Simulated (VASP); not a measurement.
# TaN (P6/mmm) in VASP: a series of runs

Runs on TaN. Level: PBE+D4. Tasks: single point, relaxation of cell and atoms.

All numbers are computed with VASP 6.6.1; they aren't measurements. Logs are shortened: lines on timing, memory, paths and dates and some standing lists are left out, and cuts for length are marked.

## 1. The cell of the first run

It takes space group P6/mmm (No. 191, hexagonal). The conventional cell has a = 5.222 Å, b = 5.222 Å, c = 2.921 Å, α = 90.00°, β = 90.00°, γ = 120.00°. Ta (site symmetry -6m2) has 6 N at 2.10 Å within 2.8 Å. Within 3.4 Å of Ta (site symmetry 6/mmm) lie 6 N at 2.61 Å and 14 Ta at 2.92 to 3.35 Å. Within 2.8 Å of N (site symmetry mmm) lie 6 Ta at 2.10 to 2.61 Å and 4 N at 2.61 Å.

## 2. Single point, PBE+D4

File INCAR:

```
SYSTEM = TaN
  ALGO = Normal
  EDIFF = 1E-6
  ENCUT = 520
  GGA = PE
  ISIF = 2
  ISMEAR = -1
  IVDW = 13
  LASPH = .True.
  LCHARG = .False.
  LREAL = .False.
  LWAVE = .False.
  NBANDS = 33
  NELM = 80
  PREC = Accurate
  SIGMA = 0.05
```

File KPOINTS:

```
k-points
0
Gamma
  6 6 9
  0 0 0
```

File POSCAR:

```
TaN
1.0
    5.2216206402      0.0000000000      0.0000000000
   -2.6108103201      4.5220561234      0.0000000000
    0.0000000000      0.0000000000      2.9209757418
Ta N
3 3
Direct
    0.6666666667      0.3333333333      0.5000000000
    0.3333333333      0.6666666667      0.5000000000
    0.0000000000      0.0000000000      0.0000000000
    0.0000000000      0.5000000000      0.0000000000
    0.5000000000      0.5000000000      0.0000000000
    0.5000000000      0.0000000000      0.0000000000
```

Potentials or basis: VASP PAW PBE potentials, release 64 (Ta_pv, N).

The run is started by

```sh
$ cat potpaw_PBE.64/Ta_pv/POTCAR potpaw_PBE.64/N/POTCAR > POTCAR
$ mpirun -np 1 vasp_std > vasp.out
```

OUTCAR:

```text
SYSTEM = TaN
   EDIFF = 1E-6
   ENCUT = 520
   GGA = PE
   ISIF = 2
   ISMEAR = -1
   IVDW = 13
   LASPH = .True.
   LREAL = .False.
   NELM = 80
   PREC = Accurate

 ion  position               nearest neighbor table
   1  0.667  0.333  0.500-   4 2.10   4 2.10   6 2.10   6 2.10   5 2.10   5 2.10   2 3.01   2 3.01
                             2 3.01   3 3.35   3 3.35   3 3.35   3 3.35   3 3.35   3 3.35
   2  0.333  0.667  0.500-   4 2.10   4 2.10   6 2.10   6 2.10   5 2.10   5 2.10   1 3.01   1 3.01
                             1 3.01   3 3.35   3 3.35   3 3.35   3 3.35   3 3.35   3 3.35
   3  0.000  0.000  0.000-   6 2.61   6 2.61   4 2.61   4 2.61   5 2.61   5 2.61   2 3.35   2 3.35
                             1 3.35   1 3.35   2 3.35   1 3.35   2 3.35   1 3.35   2 3.35   1 3.35
   4  0.000  0.500  0.000-   1 2.10   2 2.10   1 2.10   2 2.10   3 2.61   3 2.61
   5  0.500  0.500  0.000-   1 2.10   2 2.10   1 2.10   2 2.10   3 2.61   3 2.61
   6  0.500  0.000  0.000-   1 2.10   2 2.10   1 2.10   2 2.10   3 2.61   3 2.61

  LATTYP: Found a hexagonal cell.
 ALAT       =     5.2216206402
 C/A-ratio  =     0.5594002213

  Lattice vectors:

 A1 = (   5.2216206402,   0.0000000000,   0.0000000000)
 A2 = (  -2.6108103201,   4.5220561234,   0.0000000000)
 A3 = (   0.0000000000,   0.0000000000,   2.9209757418)

Analysis of symmetry for initial positions (statically):
=====================================================================
 Subroutine PRICEL returns:
 Original cell was already a primitive cell.

 Routine SETGRP: Setting up the symmetry group for a
 hexagonal supercell.

 Subroutine GETGRP returns: Found 24 space group operations
 (whereof 24 operations were pure point group operations)
 out of a pool of 24 trial point group operations.

The static configuration has the point symmetry D_6h.

Analysis of symmetry for dynamics (positions and initial velocities):
=====================================================================
 Subroutine PRICEL returns:
 Original cell was already a primitive cell.

 Routine SETGRP: Setting up the symmetry group for a
 hexagonal supercell.

 Subroutine GETGRP returns: Found 24 space group operations
 (whereof 24 operations were pure point group operations)
 out of a pool of 24 trial point group operations.

The dynamic configuration has the point symmetry D_6h.

 Subroutine INISYM returns: Found 24 space group operations
 (whereof 24 operations are pure point group operations),
 and found     1 'primitive' translations

----------------------------------------------------------------------------------------

                                     Primitive cell

  volume of cell :      68.9714

  direct lattice vectors                    reciprocal lattice vectors
     5.221620640  0.000000000  0.000000000     0.191511423  0.110569172  0.000000000
    -2.610810320  4.522056123  0.000000000     0.000000000  0.221138343  0.000000000
     0.000000000  0.000000000  2.920975742     0.000000000  0.000000000  0.342351354

  length of vectors
     5.221620640  5.221620640  2.920975742     0.221138343  0.221138343  0.342351354

  position of ions in fractional coordinates (direct lattice)
     0.666666667  0.333333333  0.500000000
     0.333333333  0.666666667  0.500000000
     0.000000000  0.000000000  0.000000000
     0.000000000  0.500000000  0.000000000
     0.500000000  0.500000000  0.000000000
     0.500000000  0.000000000  0.000000000

  ion indices of the primitive-cell ions
   primitive index   ion index
                 1           1
                 2           2
                 3           3
                 4           4
                 5           5
                 6           6

----------------------------------------------------------------------------------------

 KPOINTS: k-points

Automatic generation of k-mesh.
 Grid dimensions read from file:
 generate k-points for:    6    6    9

 Generating k-lattice:

  Cartesian coordinates                     Fractional coordinates (reciprocal lattice)
     0.031918571  0.018428195  0.000000000     0.166666667  0.000000000  0.000000000
     0.000000000  0.036856391  0.000000000     0.000000000  0.166666667  0.000000000
     0.000000000  0.000000000  0.038039039     0.000000000  0.000000000  0.111111111

  Length of vectors
     0.036856391  0.036856391  0.038039039

  Shift w.r.t. Gamma in fractional coordinates (k-lattice)
     0.000000000  0.000000000  0.000000000

 Subroutine IBZKPT returns following result:
 ===========================================

 Found     35 irreducible k-points:

 Following reciprocal coordinates:
            Coordinates               Weight
  0.000000  0.000000  0.000000      1.000000
  0.166667  0.000000  0.000000      6.000000
  0.333333  0.000000  0.000000      6.000000
  0.500000  0.000000  0.000000      3.000000
  0.166667  0.166667  0.000000      6.000000
  0.333333  0.166667  0.000000     12.000000
[... 16 lines left out ...]
  0.166667  0.000000  0.333333     12.000000
  0.333333  0.000000  0.333333     12.000000
 [... further k-points ...]
   k-points           NKPTS =     35   k-points in BZ     NKDIM =     35   number of bands    NBANDS=     33
   number of dos      NEDOS =    301   number of ions     NIONS =      6
   total plane-waves  NPLWV =  38400
   dimension x,y,z NGX =    40 NGY =   40 NGZ =   24
   dimension x,y,z NGXF=    80 NGYF=   80 NGZF=   48
   ions per type =               3   3
   NGX,Y,Z   is equivalent  to a cutoff of  12.74, 12.74, 13.66 a.u.
   NGXF,Y,Z  is equivalent  to a cutoff of  25.47, 25.47, 27.32 a.u.
 SYSTEM =  TaN
   PREC   = accura    normal or accurate (medium, high low for compatibility)
   ISTART =      0    job   : 0-new  1-cont  2-samecut
   ICHARG =      2    charge: 1-file 2-atom 10-const
   ISPIN  =      1    spin polarized calculation?
   LNONCOLLINEAR =      F non collinear calculations
   LSORBIT =      F    spin-orbit coupling
   LASPH  =      T    aspherical Exc in radial PAW
   ENCUT  =  520.0 eV  38.22 Ry    6.18 a.u.   9.71  9.71  5.43*2*pi/ulx,y,z
   NELM   =     80;   NELMIN=  2; NELMDL= -5     # of ELM steps
   EDIFF  = 0.1E-05   stopping-criterion for ELM
   LREAL  =      F    real-space projection
   EDIFFG = 0.1E-04   stopping-criterion for IOM
   NSW    =      0    number of steps for IOM
   IBRION =     -1    ionic relax: 0-MD 1-quasi-New 2-CG
   NFREE  =      0    steps in history (QN), initial steepest desc. (CG)
   ISIF   =      2    stress and relaxation
   ISYM   =      2    0-nonsym 1-usesym 2-fastsym
   POTIM  = 0.5000    time-step for ionic-motion
   TEBEG  =    0.0;   TEEND  =   0.0 temperature during run
   PSTRESS=    0.0 pullay stress
   NELECT =      48.0000    total number of electrons
   NUPDOWN=      -1.0000    fix difference up-down
   EMIN   =  10.00;   EMAX   =-10.00  energy-range for DOS
   EFERMI =   0.00;   METHOD = LEGACY
   ISMEAR =    -1;   SIGMA  =   0.05  broadening in eV -4-tet -1-fermi 0-gaus
   EFERMI_NEDOS =   21; number of points for ismear=-14 and -15
   IALGO  =     38    algorithm
   IMIX   =      4    mixing-type and parameters
     AMIX     =   0.40;   BMIX     =  1.00
     AMIX_MAG =   1.60;   BMIX_MAG =  1.00
  volume/ion in A,a.u.               =      11.50        77.57
  Fermi-wavevector in a.u.,A,eV,Ry     =   1.450771  2.741559 28.636675  2.104736
  Thomas-Fermi vector in A             =   2.568345
   LORBIT       =      0    0 simple, 1 ext, 2 COOP (PROOUT), +10 PAW based schemes
   GGA     = PE    functional components
   LHFCALC =     F    Hartree Fock is set to
   AEXX    =    0.0000 exact exchange contribution
   IVDW    =    13    specifies the selected vdW correction
   LEPSILON=     F    determine dielectric tensor
   LRPA    =     F    only Hartree local field effects (RPA)
 non-spin polarized calculation
  energy-cutoff  :      520.00
  volume of cell :       68.97
 maximum number of plane-waves:      1895
 NGX is ok and might be reduce to    40
   NGX = 19   NGY = 19   NGZ = 11

 number of electron      48.0000001 magnetization

 Free energy of the ion-electron system (eV)
  ---------------------------------------------------
  ext. energy  EPLUGINS =         0.00000000
  ---------------------------------------------------
  free energy    TOTEN  =       -64.77409708 eV

  energy without entropy =      -64.76852742  energy(sigma->0) =      -64.77131225

 E-fermi :   7.8736     XC(G=0): -12.9563

 val. band max:        7.8594662466   @ k =   0.1667   0.0000   0.2222
 cond. band min:       7.8856302004   @ k =   0.0000   0.0000   0.2222
 fundamental gap:      0.0261639538
 Fermi energy:         7.8736446344

 k-point     1 :       0.0000    0.0000    0.0000
  band No.  band energies     occupation
      1     -28.1981      2.00000
      2     -28.1981      2.00000
      3     -27.8276      2.00000
      4     -27.8276      2.00000
      5     -27.6113      2.00000
      6     -27.5015      2.00000
[... 25 lines left out ...]
     32      11.2243      0.00000
     33      11.2243      0.00000

 k-point     2 :       0.1667    0.0000    0.0000
  band No.  band energies     occupation
      1     -28.2164      2.00000
      2     -28.1864      2.00000
      3     -27.8154      2.00000
      4     -27.8028      2.00000
      5     -27.6036      2.00000
      6     -27.5286      2.00000
[... 25 lines left out ...]
     32      11.3254      0.00000
     33      11.5548      0.00000

 k-point     3 :       0.3333    0.0000    0.0000
  band No.  band energies     occupation
      1     -28.2482      2.00000
      2     -28.1378      2.00000
      3     -27.8433      2.00000
      4     -27.7556      2.00000
      5     -27.5841      2.00000
      6     -27.5553      2.00000
[... 25 lines left out ...]
     32      11.4346      0.00000
     33      11.5459      0.00000

 k-point     4 :       0.5000    0.0000    0.0000
  band No.  band energies     occupation
      1     -28.2623      2.00000
      2     -28.0860      2.00000
      3     -27.9015      2.00000
      4     -27.7320      2.00000
      5     -27.5685      2.00000
      6     -27.5518      2.00000
[... 25 lines left out ...]
     32      11.6433      0.00000
     33      11.7835      0.00000

 k-point     5 :       0.1667    0.1667    0.0000
  band No.  band energies     occupation
      1     -28.2341      2.00000
      2     -28.1607      2.00000
      3     -27.8319      2.00000
      4     -27.7650      2.00000
      5     -27.5899      2.00000
      6     -27.5530      2.00000
[... 604 lines left out ...]
 k-point    22 :       0.0000    0.0000    0.3333
  band No.  band energies     occupation
      1     -28.2841      2.00000
      2     -28.0916      2.00000
      3     -28.0857      2.00000
      4     -28.0857      2.00000
      5     -27.7054      2.00000
      6     -27.7054      2.00000
[... 25 lines left out ...]
     32      11.2504      0.00000
     33      11.9737      0.00000

 k-point    23 :       0.1667    0.0000    0.3333
  band No.  band energies     occupation
      1     -28.2770      2.00000
      2     -28.1056      2.00000
      3     -28.0955      2.00000
      4     -28.0661      2.00000
      5     -27.7165      2.00000
      6     -27.6926      2.00000
[... 25 lines left out ...]
     32      11.4059      0.00000
     33      11.8199      0.00000

 k-point    24 :       0.3333    0.0000    0.3333
  band No.  band energies     occupation
      1     -28.2567      2.00000
      2     -28.1362      2.00000
      3     -28.1136      2.00000
      4     -28.0204      2.00000
      5     -27.7601      2.00000
      6     -27.6675      2.00000
[... 25 lines left out ...]
     32      11.6591      0.00000
     33      12.2685      0.00000

 [... further k-points ...]

------------------------ aborting loop because EDIFF is reached ----------------------------------------

  DFT-D4 for vdW energy calculation

  Edisp (eV):   -1.77117

  FORCE on cell =-STRESS in cart. coord.  units (eV):
  Direction    XX          YY          ZZ          XY          YZ          ZX
  --------------------------------------------------------------------------------------
  -------------------------------------------------------------------------------------
  Total       0.28603     0.28603     0.41055     0.00000     0.00000     0.00000
  in kB       6.64425     6.64425     9.53700     0.00000     0.00000     0.00000
  external pressure =        7.61 kB  Pullay stress =        0.00 kB

 VOLUME and BASIS-vectors are now :
 -----------------------------------------------------------------------------
  energy-cutoff  :      520.00
  volume of cell :       68.97
      direct lattice vectors                 reciprocal lattice vectors
     5.221620640  0.000000000  0.000000000     0.191511423  0.110569172  0.000000000
    -2.610810320  4.522056123  0.000000000     0.000000000  0.221138343  0.000000000
     0.000000000  0.000000000  2.920975742     0.000000000  0.000000000  0.342351354

 POSITION                                       TOTAL-FORCE (eV/Angst)
 -----------------------------------------------------------------------------------
      2.61081      1.50735      1.46049        -0.000000      0.000000      0.000000
     -0.00000      3.01470      1.46049         0.000000      0.000000     -0.000000
      0.00000      0.00000      0.00000        -0.000000     -0.000000      0.000000
     -1.30541      2.26103      0.00000        -0.000000     -0.000000      0.000000
      1.30541      2.26103      0.00000        -0.000000     -0.000000      0.000000
      2.61081      0.00000      0.00000        -0.000000     -0.000000      0.000000
 -----------------------------------------------------------------------------------
    total drift:                               -0.000000      0.000000     -0.000000

  FREE ENERGIE OF THE ION-ELECTRON SYSTEM (eV)
  ---------------------------------------------------
  free  energy   TOTEN  =       -66.5452645043 eV

  energy  without entropy=      -66.5396948359  energy(sigma->0) =      -66.54247967
```

Run time: 32 s. Hardware: 1 thread of Intel Xeon 6975P-C (Granite Rapids), shared host; peak memory 0.22 GiB.

What came out:

```
Free energy                : -66.5453 eV
Pressure                   : 0.8 GPa
Band gap on the k mesh     : zero (band 24 reaches 8.81 eV, above the bottom of band 25 at 6.81 eV)
Dispersion energy per atom : -0.295 eV
```

Caveat: spin-orbit coupling is left out, which moves the levels of the heavy elements; pairwise dispersion overbinds metals, which lowers pressure and volume.

## 3. Relaxation of cell and atoms, PBE+D4

This run uses another cell than the first one, of 11.31 Å³/atom, 0.984 times its volume.

File INCAR:

```
ALGO = Normal
EDIFF = 1E-7
EDIFFG = -0.01
ENCUT = 600
GGA = PE
IBRION = 2
ISIF = 3
ISMEAR = -1
IVDW = 13
LASPH = True
LCHARG = False
LREAL = False
LWAVE = False
NELM = 100
NSW = 60
PREC = Accurate
SIGMA = 0.05
```

File KPOINTS:

```
k-points
0
Gamma
  6 6 9
```

POSCAR: that of step 2 with these lines changed.

```diff
@@ -2,5 +2,5 @@
 1.0
-    5.2216206402      0.0000000000      0.0000000000
-   -2.6108103201      4.5220561234      0.0000000000
-    0.0000000000      0.0000000000      2.9209757418
+    5.1910000000      0.0000000000      0.0000000000
+   -2.5955000000      4.4955378710      0.0000000000
+    0.0000000000      0.0000000000      2.9080000000
 Ta N
```

Potentials or basis: VASP PAW PBE potentials, release 64 (Ta_pv, N).

The run is started by

```sh
$ cat potpaw_PBE.64/Ta_pv/POTCAR potpaw_PBE.64/N/POTCAR > POTCAR
$ mpirun -np 1 vasp_std > vasp.out
```

Run time: 2.5 min. Hardware: 1 thread of Intel Xeon 6975P-C (Granite Rapids), shared host; peak memory 0.25 GiB.

The run converged. Its results:

```
Free energy                            : -66.5495 eV
Relaxed volume                         : 11.52 Å³/atom
Relaxed cell                           : a = 5.225 Å, b = 5.225 Å, c = 2.923 Å, α = 90.00°, β = 90.00°, γ = 120.00°
Space group after relaxing (to 0.05 Å) : P6/mmm (No. 191)
Energy gained by relaxing              : 3.7 meV/atom
Ionic steps                            : 6
Pressure after relaxing                : 0.1 GPa
Band gap on the k mesh                 : zero (band 24 reaches 8.79 eV, above the bottom of band 25 at 6.79 eV)
Dispersion energy per atom             : -0.295 eV
```

The path:
```csv
step,energy change (eV),largest force (eV/Å),pressure (GPa),volume (Å³)
1,0.0000,0.0000,5.84,67.86
2,0.0971,0.0000,-11.99,71.99
3,-0.0217,0.0000,0.02,69.07
4,-0.0217,0.0000,0.13,69.04
5,-0.0223,0.0000,0.04,69.13
6,-0.0223,0.0000,0.05,69.12
```

Final structure:
```
CELL_PARAMETERS angstrom
5.22529 0.00000 0.00000
-2.61265 4.52523 0.00000
0.00000 0.00000 2.92298
ATOMIC_POSITIONS crystal
Ta 0.66667 0.33333 0.50000
Ta 0.33333 0.66667 0.50000
Ta 0.00000 0.00000 0.00000
N 0.00000 0.50000 0.00000
N 0.50000 0.50000 0.00000
N 0.50000 0.00000 0.00000
```

Levels at points of the mesh, in eV from the Fermi level:
```tsv
k point	band 20	band 21	band 22	band 23	band 24	band 25	band 26	band 27	band 28
(0.00, 0.00, 0.00)	-2.85	-2.85	-2.31	-1.88	-1.06	-1.06	0.98	0.98	1.33
(0.50, 0.00, 0.00)	-4.41	-3.20	-2.76	-1.54	-0.54	1.46	1.94	1.96	2.37
```

Caveat: spin-orbit coupling is left out, which moves the levels of the heavy elements; pairwise dispersion overbinds metals, which lowers pressure and volume.

(Continued in part 2 of 2.)
